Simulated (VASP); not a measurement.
# IrPt (R-3m) in VASP: single point with LDA

Aim: the single point of IrPt with LDA.

Program: VASP 6.6.1. These are calculated values, not measurements. Logs are shortened: lines on timing, memory, paths and dates and some standing lists are left out, and cuts for length are marked.

## Step 1: The cell of the first run

Symmetry: R-3m, No. 166, trigonal system. Conventional cell: a = 2.734 Å, b = 2.734 Å, c = 13.251 Å, α = 90.00°, β = 90.00°, γ = 120.00°. Within 3.6 Å of Ir (site symmetry -3m) lie 6 Pt at 2.71 Å and 6 Ir at 2.73 Å. Pt (site symmetry -3m) has 6 Ir at 2.71 Å and 6 Pt at 2.73 Å within 3.6 Å.

## Step 2: Single point, LDA

Contents of INCAR:

```
SYSTEM = IrPt
ALGO = Normal
EDIFF = 1E-6
ENCUT = 570
GGA_COMPAT = .FALSE.
ISIF = 2
ISMEAR = 0
LASPH = .TRUE.
LCHARG = .FALSE.
LREAL = .FALSE.
LWAVE = .FALSE.
NBANDS = 24
NELM = 120
PREC = Accurate
SIGMA = 0.1
```

Contents of KPOINTS:

```
k-points
0
G
  9 9 9
  0 0 0
```

Contents of POSCAR:

```
IrPt
1.0
    4.6906161856      0.0000000000      0.0000000000
    3.8939949147      2.6150877241      0.0000000000
    3.8939949147      1.1862084584      2.3305778893
Ir Pt
1 1
Direct
    0.0000000000      0.0000000000      0.0000000000
    0.5000000000      0.5000000000      0.5000000000
```

Potentials or basis: VASP PAW LDA potentials, release 64 (Ir_sv_GW, Pt_sv_GW).

On the command line:

```bash
$ cat potpaw_LDA.64/Ir_sv_GW/POTCAR potpaw_LDA.64/Pt_sv_GW/POTCAR > POTCAR
$ mpirun -np 1 vasp_std > vasp.out
```

OUTCAR:

```text
SYSTEM = IrPt
   EDIFF = 1E-6
   ENCUT = 570
   ISIF = 2
   ISMEAR = 0
   LASPH = .TRUE.
   LREAL = .FALSE.
   NELM = 120
   PREC = Accurate

 ion  position               nearest neighbor table
   1  0.000  0.000  0.000-   2 2.71   2 2.71   2 2.71   2 2.71   2 2.71   2 2.71
   2  0.500  0.500  0.500-   1 2.71   1 2.71   1 2.71   1 2.71   1 2.71   1 2.71

  LATTYP: Found a trigonal (rhomboedric) cell.
 ALAT       =     4.6906161856
 COS(alpha) =     0.8301670315

  Lattice vectors:

 A1 = (   4.6906161856,   0.0000000000,   0.0000000000)
 A2 = (   3.8939949147,   2.6150877241,   0.0000000000)
 A3 = (   3.8939949147,   1.1862084584,   2.3305778893)

Analysis of symmetry for initial positions (statically):
=====================================================================
 Subroutine PRICEL returns:
 Original cell was already a primitive cell.

 Routine SETGRP: Setting up the symmetry group for a
 trigonal (rhombohedral) supercell.

 Subroutine GETGRP returns: Found 12 space group operations
 (whereof 12 operations were pure point group operations)
 out of a pool of 12 trial point group operations.

The static configuration has the point symmetry D_3d.

Analysis of symmetry for dynamics (positions and initial velocities):
=====================================================================
 Subroutine PRICEL returns:
 Original cell was already a primitive cell.

 Routine SETGRP: Setting up the symmetry group for a
 trigonal (rhombohedral) supercell.

 Subroutine GETGRP returns: Found 12 space group operations
 (whereof 12 operations were pure point group operations)
 out of a pool of 12 trial point group operations.

The dynamic configuration has the point symmetry D_3d.

 Subroutine INISYM returns: Found 12 space group operations
 (whereof 12 operations are pure point group operations),
 and found     1 'primitive' translations

----------------------------------------------------------------------------------------

                                     Primitive cell

  volume of cell :      28.5877

  direct lattice vectors                    reciprocal lattice vectors
     4.690616186  0.000000000  0.000000000     0.213191606 -0.317452843 -0.194630605
     3.893994915  2.615087724  0.000000000     0.000000000  0.382396350 -0.194630605
     3.893994915  1.186208458  2.330577889     0.000000000  0.000000000  0.429078129

  length of vectors
     4.690616186  4.690616186  4.690616186     0.429078129  0.429078129  0.429078129

  position of ions in fractional coordinates (direct lattice)
     0.000000000  0.000000000  0.000000000
     0.500000000  0.500000000  0.500000000

  ion indices of the primitive-cell ions
   primitive index   ion index
                 1           1
                 2           2

----------------------------------------------------------------------------------------

 KPOINTS: k-points

Automatic generation of k-mesh.
 Grid dimensions read from file:
 generate k-points for:    9    9    9

 Generating k-lattice:

  Cartesian coordinates                     Fractional coordinates (reciprocal lattice)
     0.023687956 -0.035272538 -0.021625623     0.111111111  0.000000000  0.000000000
     0.000000000  0.042488483 -0.021625623     0.000000000  0.111111111  0.000000000
     0.000000000  0.000000000  0.047675348     0.000000000  0.000000000  0.111111111

  Length of vectors
     0.047675348  0.047675348  0.047675348

  Shift w.r.t. Gamma in fractional coordinates (k-lattice)
     0.000000000  0.000000000  0.000000000

 Subroutine IBZKPT returns following result:
 ===========================================

 Found     85 irreducible k-points:

 Following reciprocal coordinates:
            Coordinates               Weight
  0.000000  0.000000  0.000000      1.000000
  0.111111 -0.000000 -0.000000      6.000000
  0.222222  0.000000  0.000000      6.000000
  0.333333 -0.000000 -0.000000      6.000000
  0.444444  0.000000  0.000000      6.000000
  0.111111  0.111111 -0.000000      6.000000
[... 16 lines left out ...]
 -0.333333  0.333333  0.000000      6.000000
  0.444444  0.444444  0.000000      6.000000
 [... further k-points ...]
   k-points           NKPTS =     85   k-points in BZ     NKDIM =     85   number of bands    NBANDS=     24
   number of dos      NEDOS =    301   number of ions     NIONS =      2
   total plane-waves  NPLWV =  64000
   dimension x,y,z NGX =    40 NGY =   40 NGZ =   40
   dimension x,y,z NGXF=    80 NGYF=   80 NGZF=   80
   ions per type =               1   1
   NGX,Y,Z   is equivalent  to a cutoff of  14.18, 14.18, 14.18 a.u.
   NGXF,Y,Z  is equivalent  to a cutoff of  28.35, 28.35, 28.35 a.u.
 SYSTEM =  IrPt
   PREC   = accura    normal or accurate (medium, high low for compatibility)
   ISTART =      0    job   : 0-new  1-cont  2-samecut
   ICHARG =      2    charge: 1-file 2-atom 10-const
   ISPIN  =      1    spin polarized calculation?
   LNONCOLLINEAR =      F non collinear calculations
   LSORBIT =      F    spin-orbit coupling
   LASPH  =      T    aspherical Exc in radial PAW
   ENCUT  =  570.0 eV  41.89 Ry    6.47 a.u.   9.13  9.13  9.13*2*pi/ulx,y,z
   NELM   =    120;   NELMIN=  2; NELMDL= -5     # of ELM steps
   EDIFF  = 0.1E-05   stopping-criterion for ELM
   LREAL  =      F    real-space projection
   EDIFFG = 0.1E-04   stopping-criterion for IOM
   NSW    =      0    number of steps for IOM
   IBRION =     -1    ionic relax: 0-MD 1-quasi-New 2-CG
   NFREE  =      0    steps in history (QN), initial steepest desc. (CG)
   ISIF   =      2    stress and relaxation
   ISYM   =      2    0-nonsym 1-usesym 2-fastsym
   POTIM  = 0.5000    time-step for ionic-motion
   TEBEG  =    0.0;   TEEND  =   0.0 temperature during run
   PSTRESS=    0.0 pullay stress
   NELECT =      35.0000    total number of electrons
   NUPDOWN=      -1.0000    fix difference up-down
   EMIN   =  10.00;   EMAX   =-10.00  energy-range for DOS
   EFERMI =   0.00;   METHOD = LEGACY
   ISMEAR =     0;   SIGMA  =   0.10  broadening in eV -4-tet -1-fermi 0-gaus
   EFERMI_NEDOS =   21; number of points for ismear=-14 and -15
   IALGO  =     38    algorithm
   IMIX   =      4    mixing-type and parameters
     AMIX     =   0.40;   BMIX     =  1.00
     AMIX_MAG =   1.60;   BMIX_MAG =  1.00
  volume/ion in A,a.u.               =      14.29        96.46
  Fermi-wavevector in a.u.,A,eV,Ry     =   1.751342  3.309556 41.731765  3.067198
  Thomas-Fermi vector in A             =   2.821885
   LORBIT       =      0    0 simple, 1 ext, 2 COOP (PROOUT), +10 PAW based schemes
   GGA     = CA    functional components
   LHFCALC =     F    Hartree Fock is set to
   AEXX    =    0.0000 exact exchange contribution
   IVDW    =     0    specifies the selected vdW correction
   LEPSILON=     F    determine dielectric tensor
   LRPA    =     F    only Hartree local field effects (RPA)
 non-spin polarized calculation
 Gauss-broadening in eV      SIGMA  =   0.10
  energy-cutoff  :      570.00
  volume of cell :       28.59
 maximum number of plane-waves:       905
 NGX is ok and might be reduce to    40
   NGX = 19   NGY = 19   NGZ = 19

 number of electron      35.0000000 magnetization

 Free energy of the ion-electron system (eV)
  ---------------------------------------------------
  ext. energy  EPLUGINS =         0.00000000
  ---------------------------------------------------
  free energy    TOTEN  =       -18.05816152 eV

  energy without entropy =      -18.04266686  energy(sigma->0) =      -18.05041419

 E-fermi :  11.9901     XC(G=0): -14.7212

 val. band max:       11.9884232042   @ k =   0.4444   0.2222   0.1111
 cond. band min:      12.0060567835   @ k =  -0.4444   0.4444   0.0000
 fundamental gap:      0.0176335793
 Fermi energy:        11.9900673839

 k-point     1 :       0.0000    0.0000    0.0000
  band No.  band energies     occupation
      1     -86.7964      2.00000
      2     -80.2061      2.00000
      3     -41.3634      2.00000
      4     -40.9558      2.00000
      5     -40.9558      2.00000
      6     -37.2748      2.00000
[... 16 lines left out ...]
     23      26.0849      0.00000
     24      30.9027      0.00000

 k-point     2 :       0.1111   -0.0000   -0.0000
  band No.  band energies     occupation
      1     -86.7933      2.00000
      2     -80.2015      2.00000
      3     -41.3542      2.00000
      4     -41.0064      2.00000
      5     -40.9682      2.00000
      6     -37.2700      2.00000
[... 16 lines left out ...]
     23      26.8619      0.00000
     24      29.6860      0.00000

 k-point     3 :       0.2222    0.0000    0.0000
  band No.  band energies     occupation
      1     -86.7854      2.00000
      2     -80.1898      2.00000
      3     -41.3309      2.00000
      4     -41.1333      2.00000
      5     -40.9995      2.00000
      6     -37.2577      2.00000
[... 16 lines left out ...]
     23      27.8320      0.00000
     24      28.7004      0.00000

 k-point     4 :       0.3333   -0.0000   -0.0000
  band No.  band energies     occupation
      1     -86.7759      2.00000
      2     -80.1760      2.00000
      3     -41.3040      2.00000
      4     -41.2752      2.00000
      5     -41.0347      2.00000
      6     -37.4105      2.00000
[... 16 lines left out ...]
     23      25.3930      0.00000
     24      29.1768      0.00000

 k-point     5 :       0.4444    0.0000    0.0000
  band No.  band energies     occupation
      1     -86.7697      2.00000
      2     -80.1669      2.00000
      3     -41.3666      2.00000
      4     -41.2861      2.00000
      5     -41.0576      2.00000
      6     -37.5323      2.00000
[... 451 lines left out ...]
 k-point    22 :      -0.4444    0.3333    0.0000
  band No.  band energies     occupation
      1     -86.7670      2.00000
      2     -80.1629      2.00000
      3     -41.3211      2.00000
      4     -41.2864      2.00000
      5     -41.1620      2.00000
      6     -37.4554      2.00000
[... 16 lines left out ...]
     23      23.3871      0.00000
     24      26.3186      0.00000

 k-point    23 :      -0.3333    0.3333    0.0000
  band No.  band energies     occupation
      1     -86.7655      2.00000
      2     -80.1607      2.00000
      3     -41.2811      2.00000
      4     -41.2583      2.00000
      5     -41.2547      2.00000
      6     -37.3808      2.00000
[... 16 lines left out ...]
     23      22.5000      0.00000
     24      25.0628      0.00000

 k-point    24 :       0.4444    0.4444    0.0000
  band No.  band energies     occupation
      1     -86.7699      2.00000
      2     -80.1671      2.00000
      3     -41.3741      2.00000
      4     -41.2955      2.00000
      5     -41.0586      2.00000
      6     -37.5212      2.00000
[... 16 lines left out ...]
     23      23.6756      0.00000
     24      23.7932      0.00000

 [... further k-points ...]

------------------------ aborting loop because EDIFF is reached ----------------------------------------

  FORCE on cell =-STRESS in cart. coord.  units (eV):
  Direction    XX          YY          ZZ          XY          YZ          ZX
  --------------------------------------------------------------------------------------
  -------------------------------------------------------------------------------------
  Total       -0.1938129      0.0013687      0.0138289     -0.0655390     -0.0122404     -0.0401820
  in kB      -10.8620894      0.0767090      0.7750305     -3.6730810     -0.6860062     -2.2519690
  external PRESSURE =      -3.3367833 kB  Pullay stress =       0.0000000 kB

 VOLUME and BASIS-vectors are now :
 -----------------------------------------------------------------------------
  energy-cutoff  :      570.00
  volume of cell :       28.59
      direct lattice vectors                 reciprocal lattice vectors
     4.690616186  0.000000000  0.000000000     0.213191606 -0.317452843 -0.194630605
     3.893994915  2.615087724  0.000000000     0.000000000  0.382396350 -0.194630605
     3.893994915  1.186208458  2.330577889     0.000000000  0.000000000  0.429078129

 POSITION                                       TOTAL-FORCE (eV/Angst)
 -----------------------------------------------------------------------------------
      0.00000      0.00000      0.00000         0.000000      0.000000      0.000000
      6.23930      1.90065      1.16529        -0.000000     -0.000000      0.000000
 -----------------------------------------------------------------------------------
    total drift:                               -0.000000      0.000000     -0.000000

  FREE ENERGIE OF THE ION-ELECTRON SYSTEM (eV)
  ---------------------------------------------------
  free  energy   TOTEN  =       -18.0581615247 eV

  energy  without entropy=      -18.0426668586  energy(sigma->0) =      -18.05041419
```

It took 4 min on 1 thread of AMD EPYC 7R43 (Zen 3), shared host; peak memory 0.23 GiB.

What came out:

- Free energy: -18.0582 eV
- Pressure: -0.3 GPa
- Band gap on the k mesh: zero (an odd number of electrons rules out a gap without spin polarisation)

Stress tensor (GPa, compression positive):
```
-1.09 -0.37 -0.23
-0.37  0.01 -0.07
-0.23 -0.07  0.08
```

Caveat: spin-orbit coupling is left out, which moves the levels of the heavy elements.
